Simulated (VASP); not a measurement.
# Mn (P6_3/mmc) in VASP: a series of runs

The runs below take Mn through single point, with PBE.

All numbers are computed with VASP 6.6.1; they aren't measurements. Logs are shortened: lines on timing, memory, paths and dates and some standing lists are left out, and cuts for length are marked.

## Step 1: The cell of the first run

It takes space group P6_3/mmc (No. 194, hexagonal). The conventional cell has a = 2.184 Å, b = 2.184 Å, c = 3.523 Å, α = 90.00°, β = 90.00°, γ = 120.00°. Within 2.9 Å of Mn (site symmetry -6m2) lie 12 Mn at 2.17 to 2.18 Å.

## Step 2: Single point, PBE (volume scaled by 0.68)

File INCAR:

```
PREC = Accurate ; ENCUT = 520
EDIFF = 1E-7 ; ISMEAR = -1
SIGMA = 0.05 ; LREAL = False
LASPH = True ; NELM = 100
ALGO = Normal ; ISIF = 2
LWAVE = False ; LCHARG = True
GGA = PE ; LELF = True
LVHAR = True ; NBANDS = 20
```

File KPOINTS:

```
regular mesh
0
Gamma
  17 17 9
```

File POSCAR:

```
Mn
1.0
    2.1844606730      0.0000000000      0.0000000000
   -1.0922303365      1.8917984364      0.0000000000
    0.0000000000      0.0000000000      3.5232477067
Mn
2
Direct
    0.3333333333      0.6666666667      0.2500000000
    0.6666666667      0.3333333333      0.7500000000
```

Potentials or basis: VASP PAW PBE potentials, release 64 (Mn_pv).

Run with:

```sh
cat potpaw_PBE.64/Mn_pv/POTCAR > POTCAR
mpirun -np 1 vasp_std > vasp.out
```

OUTCAR:

```text
PREC = Accurate
   ENCUT = 520
   EDIFF = 1E-7
   ISMEAR = -1
   LREAL = False
   LASPH = True
   NELM = 100
   ISIF = 2
   GGA = PE

 ion  position               nearest neighbor table
   1  0.333  0.667  0.250-   2 2.17   2 2.17   2 2.17   2 2.17   2 2.17   2 2.17   2 3.08   2 3.08
                             2 3.08   2 3.08   2 3.08   2 3.08
   2  0.667  0.333  0.750-   1 2.17   1 2.17   1 2.17   1 2.17   1 2.17   1 2.17   1 3.08   1 3.08
                             1 3.08   1 3.08   1 3.08   1 3.08

  LATTYP: Found a hexagonal cell.
 ALAT       =     2.1844606730
 C/A-ratio  =     1.6128684532

  Lattice vectors:

 A1 = (   2.1844606730,   0.0000000000,   0.0000000000)
 A2 = (  -1.0922303365,   1.8917984364,   0.0000000000)
 A3 = (   0.0000000000,   0.0000000000,   3.5232477067)

Analysis of symmetry for initial positions (statically):
=====================================================================
 Subroutine PRICEL returns:
 Original cell was already a primitive cell.

 Routine SETGRP: Setting up the symmetry group for a
 hexagonal supercell.

 Subroutine GETGRP returns: Found 24 space group operations
 (whereof 12 operations were pure point group operations)
 out of a pool of 24 trial point group operations.

The static configuration has the point symmetry D_3d.
 The point group associated with its full space group is D_6h.

Analysis of symmetry for dynamics (positions and initial velocities):
=====================================================================
 Subroutine PRICEL returns:
 Original cell was already a primitive cell.

 Routine SETGRP: Setting up the symmetry group for a
 hexagonal supercell.

 Subroutine GETGRP returns: Found 24 space group operations
 (whereof 12 operations were pure point group operations)
 out of a pool of 24 trial point group operations.

The dynamic configuration has the point symmetry D_3d.
 The point group associated with its full space group is D_6h.

 Subroutine INISYM returns: Found 24 space group operations
 (whereof 12 operations are pure point group operations),
 and found     1 'primitive' translations

----------------------------------------------------------------------------------------

[... 84 lines left out ...]
   ISTART =      0    job   : 0-new  1-cont  2-samecut
   ICHARG =      2    charge: 1-file 2-atom 10-const
   ISPIN  =      1    spin polarized calculation?
   LNONCOLLINEAR =      F non collinear calculations
   LSORBIT =      F    spin-orbit coupling
   LASPH  =      T    aspherical Exc in radial PAW
   ENCUT  =  520.0 eV  38.22 Ry    6.18 a.u.   4.06  4.06  6.55*2*pi/ulx,y,z
   NELM   =    100;   NELMIN=  2; NELMDL= -5     # of ELM steps
   EDIFF  = 0.1E-06   stopping-criterion for ELM
   LREAL  =      F    real-space projection
   EDIFFG = 0.1E-05   stopping-criterion for IOM
   NSW    =      0    number of steps for IOM
   IBRION =     -1    ionic relax: 0-MD 1-quasi-New 2-CG
   NFREE  =      0    steps in history (QN), initial steepest desc. (CG)
   ISIF   =      2    stress and relaxation
   ISYM   =      2    0-nonsym 1-usesym 2-fastsym
   POTIM  = 0.5000    time-step for ionic-motion
   TEBEG  =    0.0;   TEEND  =   0.0 temperature during run
   PSTRESS=    0.0 pullay stress
   NELECT =      26.0000    total number of electrons
   NUPDOWN=      -1.0000    fix difference up-down
   EMIN   =  10.00;   EMAX   =-10.00  energy-range for DOS
   EFERMI =   0.00;   METHOD = LEGACY
   ISMEAR =    -1;   SIGMA  =   0.05  broadening in eV -4-tet -1-fermi 0-gaus
   EFERMI_NEDOS =   21; number of points for ismear=-14 and -15
   IALGO  =     38    algorithm
   IMIX   =      4    mixing-type and parameters
     AMIX     =   0.40;   BMIX     =  1.00
     AMIX_MAG =   1.60;   BMIX_MAG =  1.00
  volume/ion in A,a.u.               =       7.28        49.13
  Fermi-wavevector in a.u.,A,eV,Ry     =   1.986149  3.753278 53.672105  3.944788
  Thomas-Fermi vector in A             =   3.005106
   LORBIT       =      0    0 simple, 1 ext, 2 COOP (PROOUT), +10 PAW based schemes
   GGA     = PE    functional components
   LHFCALC =     F    Hartree Fock is set to
   AEXX    =    0.0000 exact exchange contribution
   IVDW    =     0    specifies the selected vdW correction
   LEPSILON=     F    determine dielectric tensor
   LRPA    =     F    only Hartree local field effects (RPA)
 non-spin polarized calculation
  energy-cutoff  :      520.00
  volume of cell :       14.56
 maximum number of plane-waves:       403
   NGX =  9   NGY =  9   NGZ = 13

 number of electron      25.9999994 magnetization

 Free energy of the ion-electron system (eV)
  ---------------------------------------------------
  ext. energy  EPLUGINS =         0.00000000
  ---------------------------------------------------
  free energy    TOTEN  =       -14.08126039 eV

  energy without entropy =      -14.06660869  energy(sigma->0) =      -14.07393454

 E-fermi :  16.9775     XC(G=0): -16.5377

 val. band max:       16.9763426502   @ k =   0.3529   0.1176   0.2222
 cond. band min:      16.9778787967   @ k =   0.4118   0.0588   0.3333
 fundamental gap:      0.0015361465
 Fermi energy:        16.9774506207

 k-point     1 :       0.0000    0.0000    0.0000
  band No.  band energies     occupation
      1     -32.5729      2.00000
      2     -30.3438      2.00000
      3     -30.3438      2.00000
      4     -30.0200      2.00000
      5     -30.0200      2.00000
      6     -29.9822      2.00000
[... 541 lines left out ...]
     19      31.7248      0.00000
     20      36.3327      0.00000

 [... further k-points ...]

------------------------ aborting loop because EDIFF is reached ----------------------------------------

  FORCE on cell =-STRESS in cart. coord.  units (eV):
  Direction    XX          YY          ZZ          XY          YZ          ZX
  --------------------------------------------------------------------------------------
  -------------------------------------------------------------------------------------
  Total       22.8464271     22.8464271     22.8806118      0.0000000      0.0000000      0.0000000
  in kB     2514.0076961   2514.0076961   2517.7693645      0.0000000      0.0000000      0.0000000
  external PRESSURE =    2515.2615856 kB  Pullay stress =       0.0000000 kB

 VOLUME and BASIS-vectors are now :
 -----------------------------------------------------------------------------
  energy-cutoff  :      520.00
  volume of cell :       14.56
      direct lattice vectors                 reciprocal lattice vectors
     2.184460673  0.000000000  0.000000000     0.457778898  0.264298770  0.000000000
    -1.092230336  1.891798436  0.000000000     0.000000000  0.528597540  0.000000000
     0.000000000  0.000000000  3.523247707     0.000000000  0.000000000  0.283829036

 POSITION                                       TOTAL-FORCE (eV/Angst)
 -----------------------------------------------------------------------------------
     -0.00000      1.26120      0.88081         0.000000     -0.000000      0.000000
      1.09223      0.63060      2.64244        -0.000000      0.000000      0.000000
 -----------------------------------------------------------------------------------
    total drift:                               -0.000000      0.000000     -0.000000

  FREE ENERGIE OF THE ION-ELECTRON SYSTEM (eV)
  ---------------------------------------------------
  free  energy   TOTEN  =       -14.0812603920 eV

  energy  without entropy=      -14.0666086905  energy(sigma->0) =      -14.07393454
```

stdout:

```text
POSCAR found type information on POSCAR Mn
 POSCAR found :  1 types and       2 ions
 scaLAPACK will be used
 LDA part: xc-table for (Slater+PW92), standard interpolation
 POSCAR, INCAR and KPOINTS ok, starting setup
 FFT: planning ... GRIDC
 FFT: planning ... GRID_SOFT
 FFT: planning ... GRID
 WAVECAR not read
 entering main loop
```

Run time: 30 s. Hardware: 1 thread of Intel Xeon 6975P-C, shared host; peak memory 0.15 GiB.

Results:

| Quantity | Value |
| --- | --- |
| Free energy | -14.0813 eV |
| Pressure | 251.5 GPa |
| Band gap on the k mesh | zero (band 13 reaches 18.56 eV, above the bottom of band 14 at 15.14 eV) |

Caveat: the cell differs from its parent crystal (volume scaled by 0.68); the run has no spin polarisation, though such a crystal can be magnetic.

## Step 3: Single point, PBE

This run uses another cell than the first one, of 8.35 Å³/atom, 1.147 times its volume.

File INCAR:

```
SYSTEM = Mn
PREC = Accurate
ENCUT = 520
EDIFF = 1E-7
ISMEAR = -1
SIGMA = 0.05
LREAL = .False.
LASPH = .True.
NELM = 60
ALGO = Normal
ISIF = 2
LWAVE = .False.
LCHARG = .False.
GGA = PE
NBANDS = 20
```

File KPOINTS:

```
regular mesh
0
Gamma
  17 17 9
  0 0 0
```

File POSCAR:

```
Mn
1.0
    2.2857638534      0.0000000000      0.0000000000
   -1.1428819267      1.9795295641      0.0000000000
    0.0000000000      0.0000000000      3.6910897701
Mn
2
Direct
    0.3333333333      0.6666666667      0.2500000000
    0.6666666667      0.3333333333      0.7500000000
```

Potentials or basis: VASP PAW PBE potentials, release 64 (Mn_pv).

Run with:

```sh
cat potpaw_PBE.64/Mn_pv/POTCAR > POTCAR
mpirun -np 1 vasp_std > vasp.out
```

Run time: 44 s. Hardware: 1 thread of Intel Xeon 6975P-C, shared host; peak memory 0.16 GiB.

Results (log left out):

| Item | Value |
| --- | --- |
| Free energy | -16.4824 eV |
| Pressure | 120.5 GPa |
| Band gap on the k mesh | zero (band 13 reaches 15.73 eV, above the bottom of band 14 at 12.92 eV) |

Stress tensor (GPa, compression positive):
```
120.47   0.00   0.00
  0.00 120.47   0.00
  0.00   0.00 120.56
```

Levels at points of the mesh, in eV from the Fermi level:
| k point | band 9 | band 10 | band 11 | band 12 | band 13 | band 14 | band 15 | band 16 | band 17 | band 18 |
| --- | --- | --- | --- | --- | --- | --- | --- | --- | --- | --- |
| (0.00, 0.00, 0.00) | -1.43 | -1.43 | -1.41 | -0.73 | -0.73 | 0.00 | 0.00 | 1.41 | 2.25 | 2.25 |

Caveat: the run has no spin polarisation, though such a crystal can be magnetic. Spin polarisation is off, so any magnetic state and its effect on volume and gap are missing.

## Step 4: Single point, PBE

This run uses another cell than the first one, of 9.42 Å³/atom, 1.294 times its volume.

File INCAR:

```
PREC = Accurate
ENCUT = 520
EDIFF = 1E-6
ISMEAR = -1
SIGMA = 0.05
LREAL = F
LASPH = T
NELM = 60
ALGO = Normal
ISIF = 2
LWAVE = F
LCHARG = T
GGA = PE
LELF = T
LVHAR = T
NBANDS = 20
```

File KPOINTS:

```
Automatic mesh
0
Gamma
  17 17 9
```

File POSCAR:

```
Mn
1.0
    2.3787715681      0.0000000000      0.0000000000
   -1.1893857841      2.0600766078      0.0000000000
    0.0000000000      0.0000000000      3.8450316612
Mn
2
Direct
    0.3333333333      0.6666666667      0.2500000000
    0.6666666667      0.3333333333      0.7500000000
```

Run with:

```sh
cat potpaw_PBE.64/Mn_pv/POTCAR > POTCAR
mpirun -np 1 vasp_std > vasp.out
```

It took 37 s on 1 thread of Intel Xeon 6975P-C, shared host; peak memory 0.17 GiB.

The run converged. Its results:

```yaml
Free_energy: -17.5604 eV
Pressure: 47.5 GPa
Band_gap_on_the_k_mesh: zero (band 13 reaches 13.51 eV, above the bottom of band 14 at 11.15 eV)
```

Stress tensor (GPa, compression positive):
```
47.60  0.00  0.00
 0.00 47.60  0.00
 0.00  0.00 47.44
```

Levels at points of the mesh, in eV from the Fermi level:
```
           k point  band 10  band 11  band 12  band 13  band 14  band 15  band 16  band 17
(0.00, 0.00, 0.00)    -1.17    -1.17    -0.59    -0.59     0.04     0.04     1.02     1.93
```

Caveat: the run has no spin polarisation, though such a crystal can be magnetic. Spin polarisation is off, so any magnetic state and its effect on volume and gap are missing.

## Step 5: Overview

```csv
cell,gap on the mesh (eV),pressure (GPa)
"a = 2.184, b = 2.184, c = 3.523 Å, angles 90.0, 90.0, 120.0°, 2 atoms",none,251.5
"a = 2.286, b = 2.286, c = 3.691 Å, angles 90.0, 90.0, 120.0°, 2 atoms",none,120.5
"a = 2.379, b = 2.379, c = 3.845 Å, angles 90.0, 90.0, 120.0°, 2 atoms",none,47.5
```

Alike in all rows: task single point; level PBE; potentials or basis VASP PAW PBE potentials, release 64 (Mn_pv); no spin polarisation; k mesh 17 × 17 × 9; cutoff (eV) 520; smearing fermi-dirac 0.05 eV.

Caveats: the run has no spin polarisation, though such a crystal can be magnetic.

Absolute energies hang on the potentials; compare differences alone.
